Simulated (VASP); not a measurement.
# AlSi3 (I4/mmm) in VASP: further runs

The runs below take AlSi3 through single point, with PBE.

Everything below comes from runs of VASP 6.6.1. Logs are shortened: lines on timing, memory, paths and dates and some standing lists are left out, and cuts for length are marked.

## (1) The cell of the first run

The structure is tetragonal, space group I4/mmm (No. 139). Conventional cell: a = 3.772 Å, b = 3.772 Å, c = 8.427 Å, α = 90.00°, β = 90.00°, γ = 90.00°. Within 3.5 Å of Al (site symmetry 4/mmm) lie 12 Si at 2.67 to 2.83 Å. Si (site symmetry 4/mmm) has 4 Al at 2.67 Å and 8 Si at 2.83 Å within 3.5 Å. Within 3.5 Å of Si (site symmetry -4m2) lie 8 Si at 2.67 to 2.83 Å and 4 Al at 2.83 Å.

## (2) Single point, PBE

INCAR reads:

```
SYSTEM = AlSi3
PREC = Accurate ; ENCUT = 520
EDIFF = 1E-6 ; ISMEAR = 0
SIGMA = 0.1 ; LREAL = .False.
LASPH = .True. ; NELM = 80
ALGO = Normal ; ISIF = 2
LWAVE = .False. ; LCHARG = .True.
GGA = PE ; LELF = .True.
LVHAR = .True. ; NBANDS = 16
```

KPOINTS reads:

```
regular mesh
0
Gamma
  6 6 6
  0 0 0
```

POSCAR reads:

```
AlSi3
1.0
   -1.8861872365      1.8861872365      4.2133013593
    1.8861872365     -1.8861872365      4.2133013593
    1.8861872365      1.8861872365     -4.2133013593
Al Si
1 3
Direct
    0.0000000000      0.0000000000      0.0000000000
    0.5000000000      0.5000000000      0.0000000000
    0.2500000000      0.7500000000      0.5000000000
    0.7500000000      0.2500000000      0.5000000000
```

Potentials or basis: VASP PAW PBE potentials, release 64 (Al, Si).

Command:

```bash
> cat potpaw_PBE.64/Al/POTCAR potpaw_PBE.64/Si/POTCAR > POTCAR
> mpirun -np 1 vasp_std > vasp.out
```

OUTCAR:

```text
SYSTEM = AlSi3
   PREC = Accurate
   ENCUT = 520
   EDIFF = 1E-6
   ISMEAR = 0
   LREAL = .False.
   LASPH = .True.
   NELM = 80
   ISIF = 2
   GGA = PE

 ion  position               nearest neighbor table
   1  0.000  0.000  0.000-   2 2.67   2 2.67   2 2.67   2 2.67   4 2.83   3 2.83   4 2.83   3 2.83
                             4 2.83   4 2.83   3 2.83   3 2.83
   2  0.500  0.500  0.000-   1 2.67   1 2.67   1 2.67   1 2.67   4 2.83   3 2.83   4 2.83   4 2.83
                             3 2.83   3 2.83   4 2.83   3 2.83
   3  0.250  0.750  0.500-   4 2.67   4 2.67   4 2.67   4 2.67   2 2.83   1 2.83   2 2.83   2 2.83
                             1 2.83   1 2.83   2 2.83   1 2.83
   4  0.750  0.250  0.500-   3 2.67   3 2.67   3 2.67   3 2.67   2 2.83   1 2.83   2 2.83   1 2.83
                             2 2.83   2 2.83   1 2.83   1 2.83

  LATTYP: Found a body centered tetragonal cell.
 ALAT       =     3.7723744730
 C/A-ratio  =     2.2337662337

  Lattice vectors:

 A1 = (  -1.8861872365,   1.8861872365,   4.2133013593)
 A2 = (   1.8861872365,  -1.8861872365,   4.2133013593)
 A3 = (   1.8861872365,   1.8861872365,  -4.2133013593)

Analysis of symmetry for initial positions (statically):
=====================================================================
 Subroutine PRICEL returns:
 Original cell was already a primitive cell.

 Routine SETGRP: Setting up the symmetry group for a
 body centered tetragonal supercell.

 Subroutine GETGRP returns: Found 16 space group operations
 (whereof 16 operations were pure point group operations)
 out of a pool of 16 trial point group operations.

The static configuration has the point symmetry D_4h.

Analysis of symmetry for dynamics (positions and initial velocities):
=====================================================================
 Subroutine PRICEL returns:
 Original cell was already a primitive cell.

 Routine SETGRP: Setting up the symmetry group for a
 body centered tetragonal supercell.

 Subroutine GETGRP returns: Found 16 space group operations
 (whereof 16 operations were pure point group operations)
 out of a pool of 16 trial point group operations.

The dynamic configuration has the point symmetry D_4h.

 Subroutine INISYM returns: Found 16 space group operations
 (whereof 16 operations are pure point group operations),
 and found     1 'primitive' translations

----------------------------------------------------------------------------------------

                                     Primitive cell

  volume of cell :      59.9587

  direct lattice vectors                    reciprocal lattice vectors
    -1.886187237  1.886187237  4.213301359     0.000000000  0.265085030  0.118671787
     1.886187237 -1.886187237  4.213301359     0.265085030  0.000000000  0.118671787
     1.886187237  1.886187237 -4.213301359     0.265085030  0.265085030  0.000000000

  length of vectors
     4.986713640  4.986713640  4.986713640     0.290435993  0.290435993  0.374886844

  position of ions in fractional coordinates (direct lattice)
     0.000000000  0.000000000  0.000000000
     0.500000000  0.500000000  0.000000000
     0.250000000  0.750000000  0.500000000
     0.750000000  0.250000000  0.500000000

  ion indices of the primitive-cell ions
   primitive index   ion index
                 1           1
                 2           2
                 3           3
                 4           4

----------------------------------------------------------------------------------------

 KPOINTS: regular mesh

Automatic generation of k-mesh.
 Grid dimensions read from file:
 generate k-points for:    6    6    6

 Generating k-lattice:

  Cartesian coordinates                     Fractional coordinates (reciprocal lattice)
     0.000000000  0.044180838  0.019778631     0.166666667 -0.000000000  0.000000000
     0.044180838  0.000000000  0.019778631    -0.000000000  0.166666667  0.000000000
     0.044180838  0.044180838  0.000000000     0.000000000  0.000000000  0.166666667

  Length of vectors
     0.048405999  0.048405999  0.062481141

  Shift w.r.t. Gamma in fractional coordinates (k-lattice)
     0.000000000  0.000000000  0.000000000

 Subroutine IBZKPT returns following result:
 ===========================================

 Found     30 irreducible k-points:

 Following reciprocal coordinates:
            Coordinates               Weight
  0.000000  0.000000  0.000000      1.000000
  0.166667  0.000000  0.000000      8.000000
  0.333333  0.000000 -0.000000      8.000000
  0.500000  0.000000 -0.000000      4.000000
  0.166667  0.166667 -0.000000      8.000000
  0.333333  0.166667 -0.000000     16.000000
[... 16 lines left out ...]
 -0.333333 -0.333333  0.166667      8.000000
 -0.166667 -0.333333  0.166667      8.000000
 [... further k-points ...]
   k-points           NKPTS =     30   k-points in BZ     NKDIM =     30   number of bands    NBANDS=     16
   number of dos      NEDOS =    301   number of ions     NIONS =      4
   total plane-waves  NPLWV =  64000
   dimension x,y,z NGX =    40 NGY =   40 NGZ =   40
   dimension x,y,z NGXF=    80 NGYF=   80 NGZF=   80
   ions per type =               1   3
   NGX,Y,Z   is equivalent  to a cutoff of  13.34, 13.34, 13.34 a.u.
   NGXF,Y,Z  is equivalent  to a cutoff of  26.67, 26.67, 26.67 a.u.
 SYSTEM =  AlSi3
   PREC   = accura    normal or accurate (medium, high low for compatibility)
   ISTART =      0    job   : 0-new  1-cont  2-samecut
   ICHARG =      2    charge: 1-file 2-atom 10-const
   ISPIN  =      1    spin polarized calculation?
   LNONCOLLINEAR =      F non collinear calculations
   LSORBIT =      F    spin-orbit coupling
   LASPH  =      T    aspherical Exc in radial PAW
   ENCUT  =  520.0 eV  38.22 Ry    6.18 a.u.   9.27  9.27  9.27*2*pi/ulx,y,z
   NELM   =     80;   NELMIN=  2; NELMDL= -5     # of ELM steps
   EDIFF  = 0.1E-05   stopping-criterion for ELM
   LREAL  =      F    real-space projection
   EDIFFG = 0.1E-04   stopping-criterion for IOM
   NSW    =      0    number of steps for IOM
   IBRION =     -1    ionic relax: 0-MD 1-quasi-New 2-CG
   NFREE  =      0    steps in history (QN), initial steepest desc. (CG)
   ISIF   =      2    stress and relaxation
   ISYM   =      2    0-nonsym 1-usesym 2-fastsym
   POTIM  = 0.5000    time-step for ionic-motion
   TEBEG  =    0.0;   TEEND  =   0.0 temperature during run
   PSTRESS=    0.0 pullay stress
   NELECT =      15.0000    total number of electrons
   NUPDOWN=      -1.0000    fix difference up-down
   EMIN   =  10.00;   EMAX   =-10.00  energy-range for DOS
   EFERMI =   0.00;   METHOD = LEGACY
   ISMEAR =     0;   SIGMA  =   0.10  broadening in eV -4-tet -1-fermi 0-gaus
   EFERMI_NEDOS =   21; number of points for ismear=-14 and -15
   IALGO  =     38    algorithm
   IMIX   =      4    mixing-type and parameters
     AMIX     =   0.40;   BMIX     =  1.00
     AMIX_MAG =   1.60;   BMIX_MAG =  1.00
  volume/ion in A,a.u.               =      14.99       101.16
  Fermi-wavevector in a.u.,A,eV,Ry     =   1.031544  1.949336 14.477737  1.064084
  Thomas-Fermi vector in A             =   2.165698
   LORBIT       =      0    0 simple, 1 ext, 2 COOP (PROOUT), +10 PAW based schemes
   GGA     = PE    functional components
   LHFCALC =     F    Hartree Fock is set to
   AEXX    =    0.0000 exact exchange contribution
   IVDW    =     0    specifies the selected vdW correction
   LEPSILON=     F    determine dielectric tensor
   LRPA    =     F    only Hartree local field effects (RPA)
 non-spin polarized calculation
 Gauss-broadening in eV      SIGMA  =   0.10
  energy-cutoff  :      520.00
  volume of cell :       59.96
 maximum number of plane-waves:      1630
 NGX is ok and might be reduce to    40
   NGX = 19   NGY = 19   NGZ = 19

 number of electron      15.0000000 magnetization

 Free energy of the ion-electron system (eV)
  ---------------------------------------------------
  ext. energy  EPLUGINS =         0.00000000
  ---------------------------------------------------
  free energy    TOTEN  =       -18.50239637 eV

  energy without entropy =      -18.48996244  energy(sigma->0) =      -18.49617940

 E-fermi :   9.6432     XC(G=0): -10.9197

 val. band max:        9.6107087336   @ k =   0.5000   0.5000   0.1667
 cond. band min:       9.6940671115   @ k =  -0.3333   0.5000   0.3333
 fundamental gap:      0.0833583779
 Fermi energy:         9.6431704462

 k-point     1 :       0.0000    0.0000    0.0000
  band No.  band energies     occupation
      1      -4.1201      2.00000
      2       3.8861      2.00000
      3       3.9237      2.00000
      4       6.8045      2.00000
      5       6.8045      2.00000
      6       7.2669      2.00000
[... 8 lines left out ...]
     15      18.5779      0.00000
     16      20.6433      0.00000

 k-point     2 :       0.1667    0.0000    0.0000
  band No.  band energies     occupation
      1      -3.7831      2.00000
      2       2.8883      2.00000
      3       4.1486      2.00000
      4       5.2472      2.00000
      5       6.0392      2.00000
      6       6.7822      2.00000
[... 8 lines left out ...]
     15      18.1706      0.00000
     16      18.4724      0.00000

 k-point     3 :       0.3333    0.0000   -0.0000
  band No.  band energies     occupation
      1      -2.7810      2.00000
      2       1.1809      2.00000
      3       2.6811      2.00000
      4       4.0472      2.00000
      5       7.1363      2.00000
      6       7.7972      2.00000
[... 8 lines left out ...]
     15      16.2177      0.00000
     16      17.6501      0.00000
[... 362 lines left out ...]
 k-point    23 :      -0.3333   -0.3333    0.1667
  band No.  band energies     occupation
      1      -2.6829      2.00000
      2       0.0860      2.00000
      3       3.0996      2.00000
      4       3.6866      2.00000
      5       8.3856      2.00000
      6       8.5583      2.00000
[... 8 lines left out ...]
     15      15.9794      0.00000
     16      16.2765      0.00000

 k-point    24 :      -0.1667   -0.3333    0.1667
  band No.  band energies     occupation
      1      -3.3409      2.00000
      2       0.7416      2.00000
      3       3.3578      2.00000
      4       6.0199      2.00000
      5       7.0405      2.00000
      6       7.5601      2.00000
[... 8 lines left out ...]
     15      16.1724      0.00000
     16      17.3214      0.00000

 [... further k-points ...]

------------------------ aborting loop because EDIFF is reached ----------------------------------------

  FORCE on cell =-STRESS in cart. coord.  units (eV):
  Direction    XX          YY          ZZ          XY          YZ          ZX
  --------------------------------------------------------------------------------------
  -------------------------------------------------------------------------------------
  Total       -0.5090395     -0.5090395      0.6693561      0.0000000     -0.0000000      0.0000000
  in kB      -13.6022240    -13.6022240     17.8861025      0.0000000     -0.0000000      0.0000000
  external PRESSURE =      -3.1061151 kB  Pullay stress =       0.0000000 kB

 VOLUME and BASIS-vectors are now :
 -----------------------------------------------------------------------------
  energy-cutoff  :      520.00
  volume of cell :       59.96
      direct lattice vectors                 reciprocal lattice vectors
    -1.886187237  1.886187237  4.213301359     0.000000000  0.265085030  0.118671787
     1.886187237 -1.886187237  4.213301359     0.265085030  0.000000000  0.118671787
     1.886187237  1.886187237 -4.213301359     0.265085030  0.265085030  0.000000000

 POSITION                                       TOTAL-FORCE (eV/Angst)
 -----------------------------------------------------------------------------------
      0.00000      0.00000      0.00000         0.000000     -0.000000      0.000000
      0.00000      0.00000      4.21330         0.000000     -0.000000      0.000000
      1.88619     -0.00000      2.10665         0.000000     -0.000000     -0.000000
     -0.00000      1.88619      2.10665        -0.000000      0.000000     -0.000000
 -----------------------------------------------------------------------------------
    total drift:                                0.000000     -0.000000      0.000000

  FREE ENERGIE OF THE ION-ELECTRON SYSTEM (eV)
  ---------------------------------------------------
  free  energy   TOTEN  =       -18.5023963737 eV

  energy  without entropy=      -18.4899624354  energy(sigma->0) =      -18.49617940
```

Wall time 32 s (1 thread of Intel Xeon Platinum 8259CL at 2.50GHz (Skylake/Cascade Lake), shared host); peak memory 0.23 GiB.

What came out:

- Free energy: -18.5024 eV
- Pressure: -0.3 GPa
- Band gap on the k mesh: zero (an odd number of electrons rules out a gap without spin polarisation)

Stress tensor (GPa, compression positive):
```
-1.36  0.00  0.00
 0.00 -1.36  0.00
 0.00  0.00  1.79
```

## (3) Single point, PBE

This run uses another cell than the first one, of 14.86 Å³/atom.

INCAR reads:

```
SYSTEM = AlSi3
  PREC = Accurate
  ENCUT = 520
  EDIFF = 1E-6
  ISMEAR = 0
  SIGMA = 0.1
  LREAL = .False.
  LASPH = .True.
  NELM = 60
  ALGO = Normal
  ISIF = 2
  LWAVE = .False.
  LCHARG = .False.
  GGA = PE
  NBANDS = 16
```

KPOINTS reads:

```
Automatic mesh
0
Gamma
  18 18 18
  0 0 0
```

POSCAR reads:

```
AlSi3
1.0
   -1.9376727543      1.9376727543      3.9575600772
    1.9376727543     -1.9376727543      3.9575600772
    1.9376727543      1.9376727543     -3.9575600772
Al Si
1 3
Direct
    0.0000000000      0.0000000000      0.0000000000
    0.5000000000      0.5000000000      0.0000000000
    0.2500000000      0.7500000000      0.5000000000
    0.7500000000      0.2500000000      0.5000000000
```

Potentials or basis: VASP PAW PBE potentials, release 64 (Al, Si).

Command:

```bash
> cat potpaw_PBE.64/Al/POTCAR potpaw_PBE.64/Si/POTCAR > POTCAR
> mpirun -np 1 vasp_std > vasp.out
```

Run time: 4.4 min. Hardware: 1 thread of Intel Xeon Platinum 8259CL at 2.50GHz (Skylake/Cascade Lake), shared host; peak memory 0.48 GiB.

It converged, with:

```yaml
Free_energy: -18.5458 eV
Pressure: 0.0 GPa
Band_gap_on_the_k_mesh: zero (an odd number of electrons rules out a gap without spin polarisation)
```

Levels at points of the mesh, in eV from the Fermi level:
```
           k point  band 4  band 5  band 6  band 7  band 8  band 9  band 10  band 11  band 12  band 13
(0.00, 0.00, 0.00)   -2.95   -2.95   -2.77   -2.17   -2.17   -1.27    -0.71    -0.16     4.07     4.07
(0.50, 0.00, 0.00)   -5.98   -2.30   -1.61   -1.05   -0.43    2.09     2.30     2.35     2.99     3.83
(0.50, 0.50, 0.00)   -6.58   -6.28   -5.87   -0.81   -0.08    0.31     0.90     7.52     7.81     8.56
(0.50, 0.50, 0.50)   -4.74   -4.33   -2.85    3.05    3.31    3.31     3.87     4.53     4.53     5.46
```
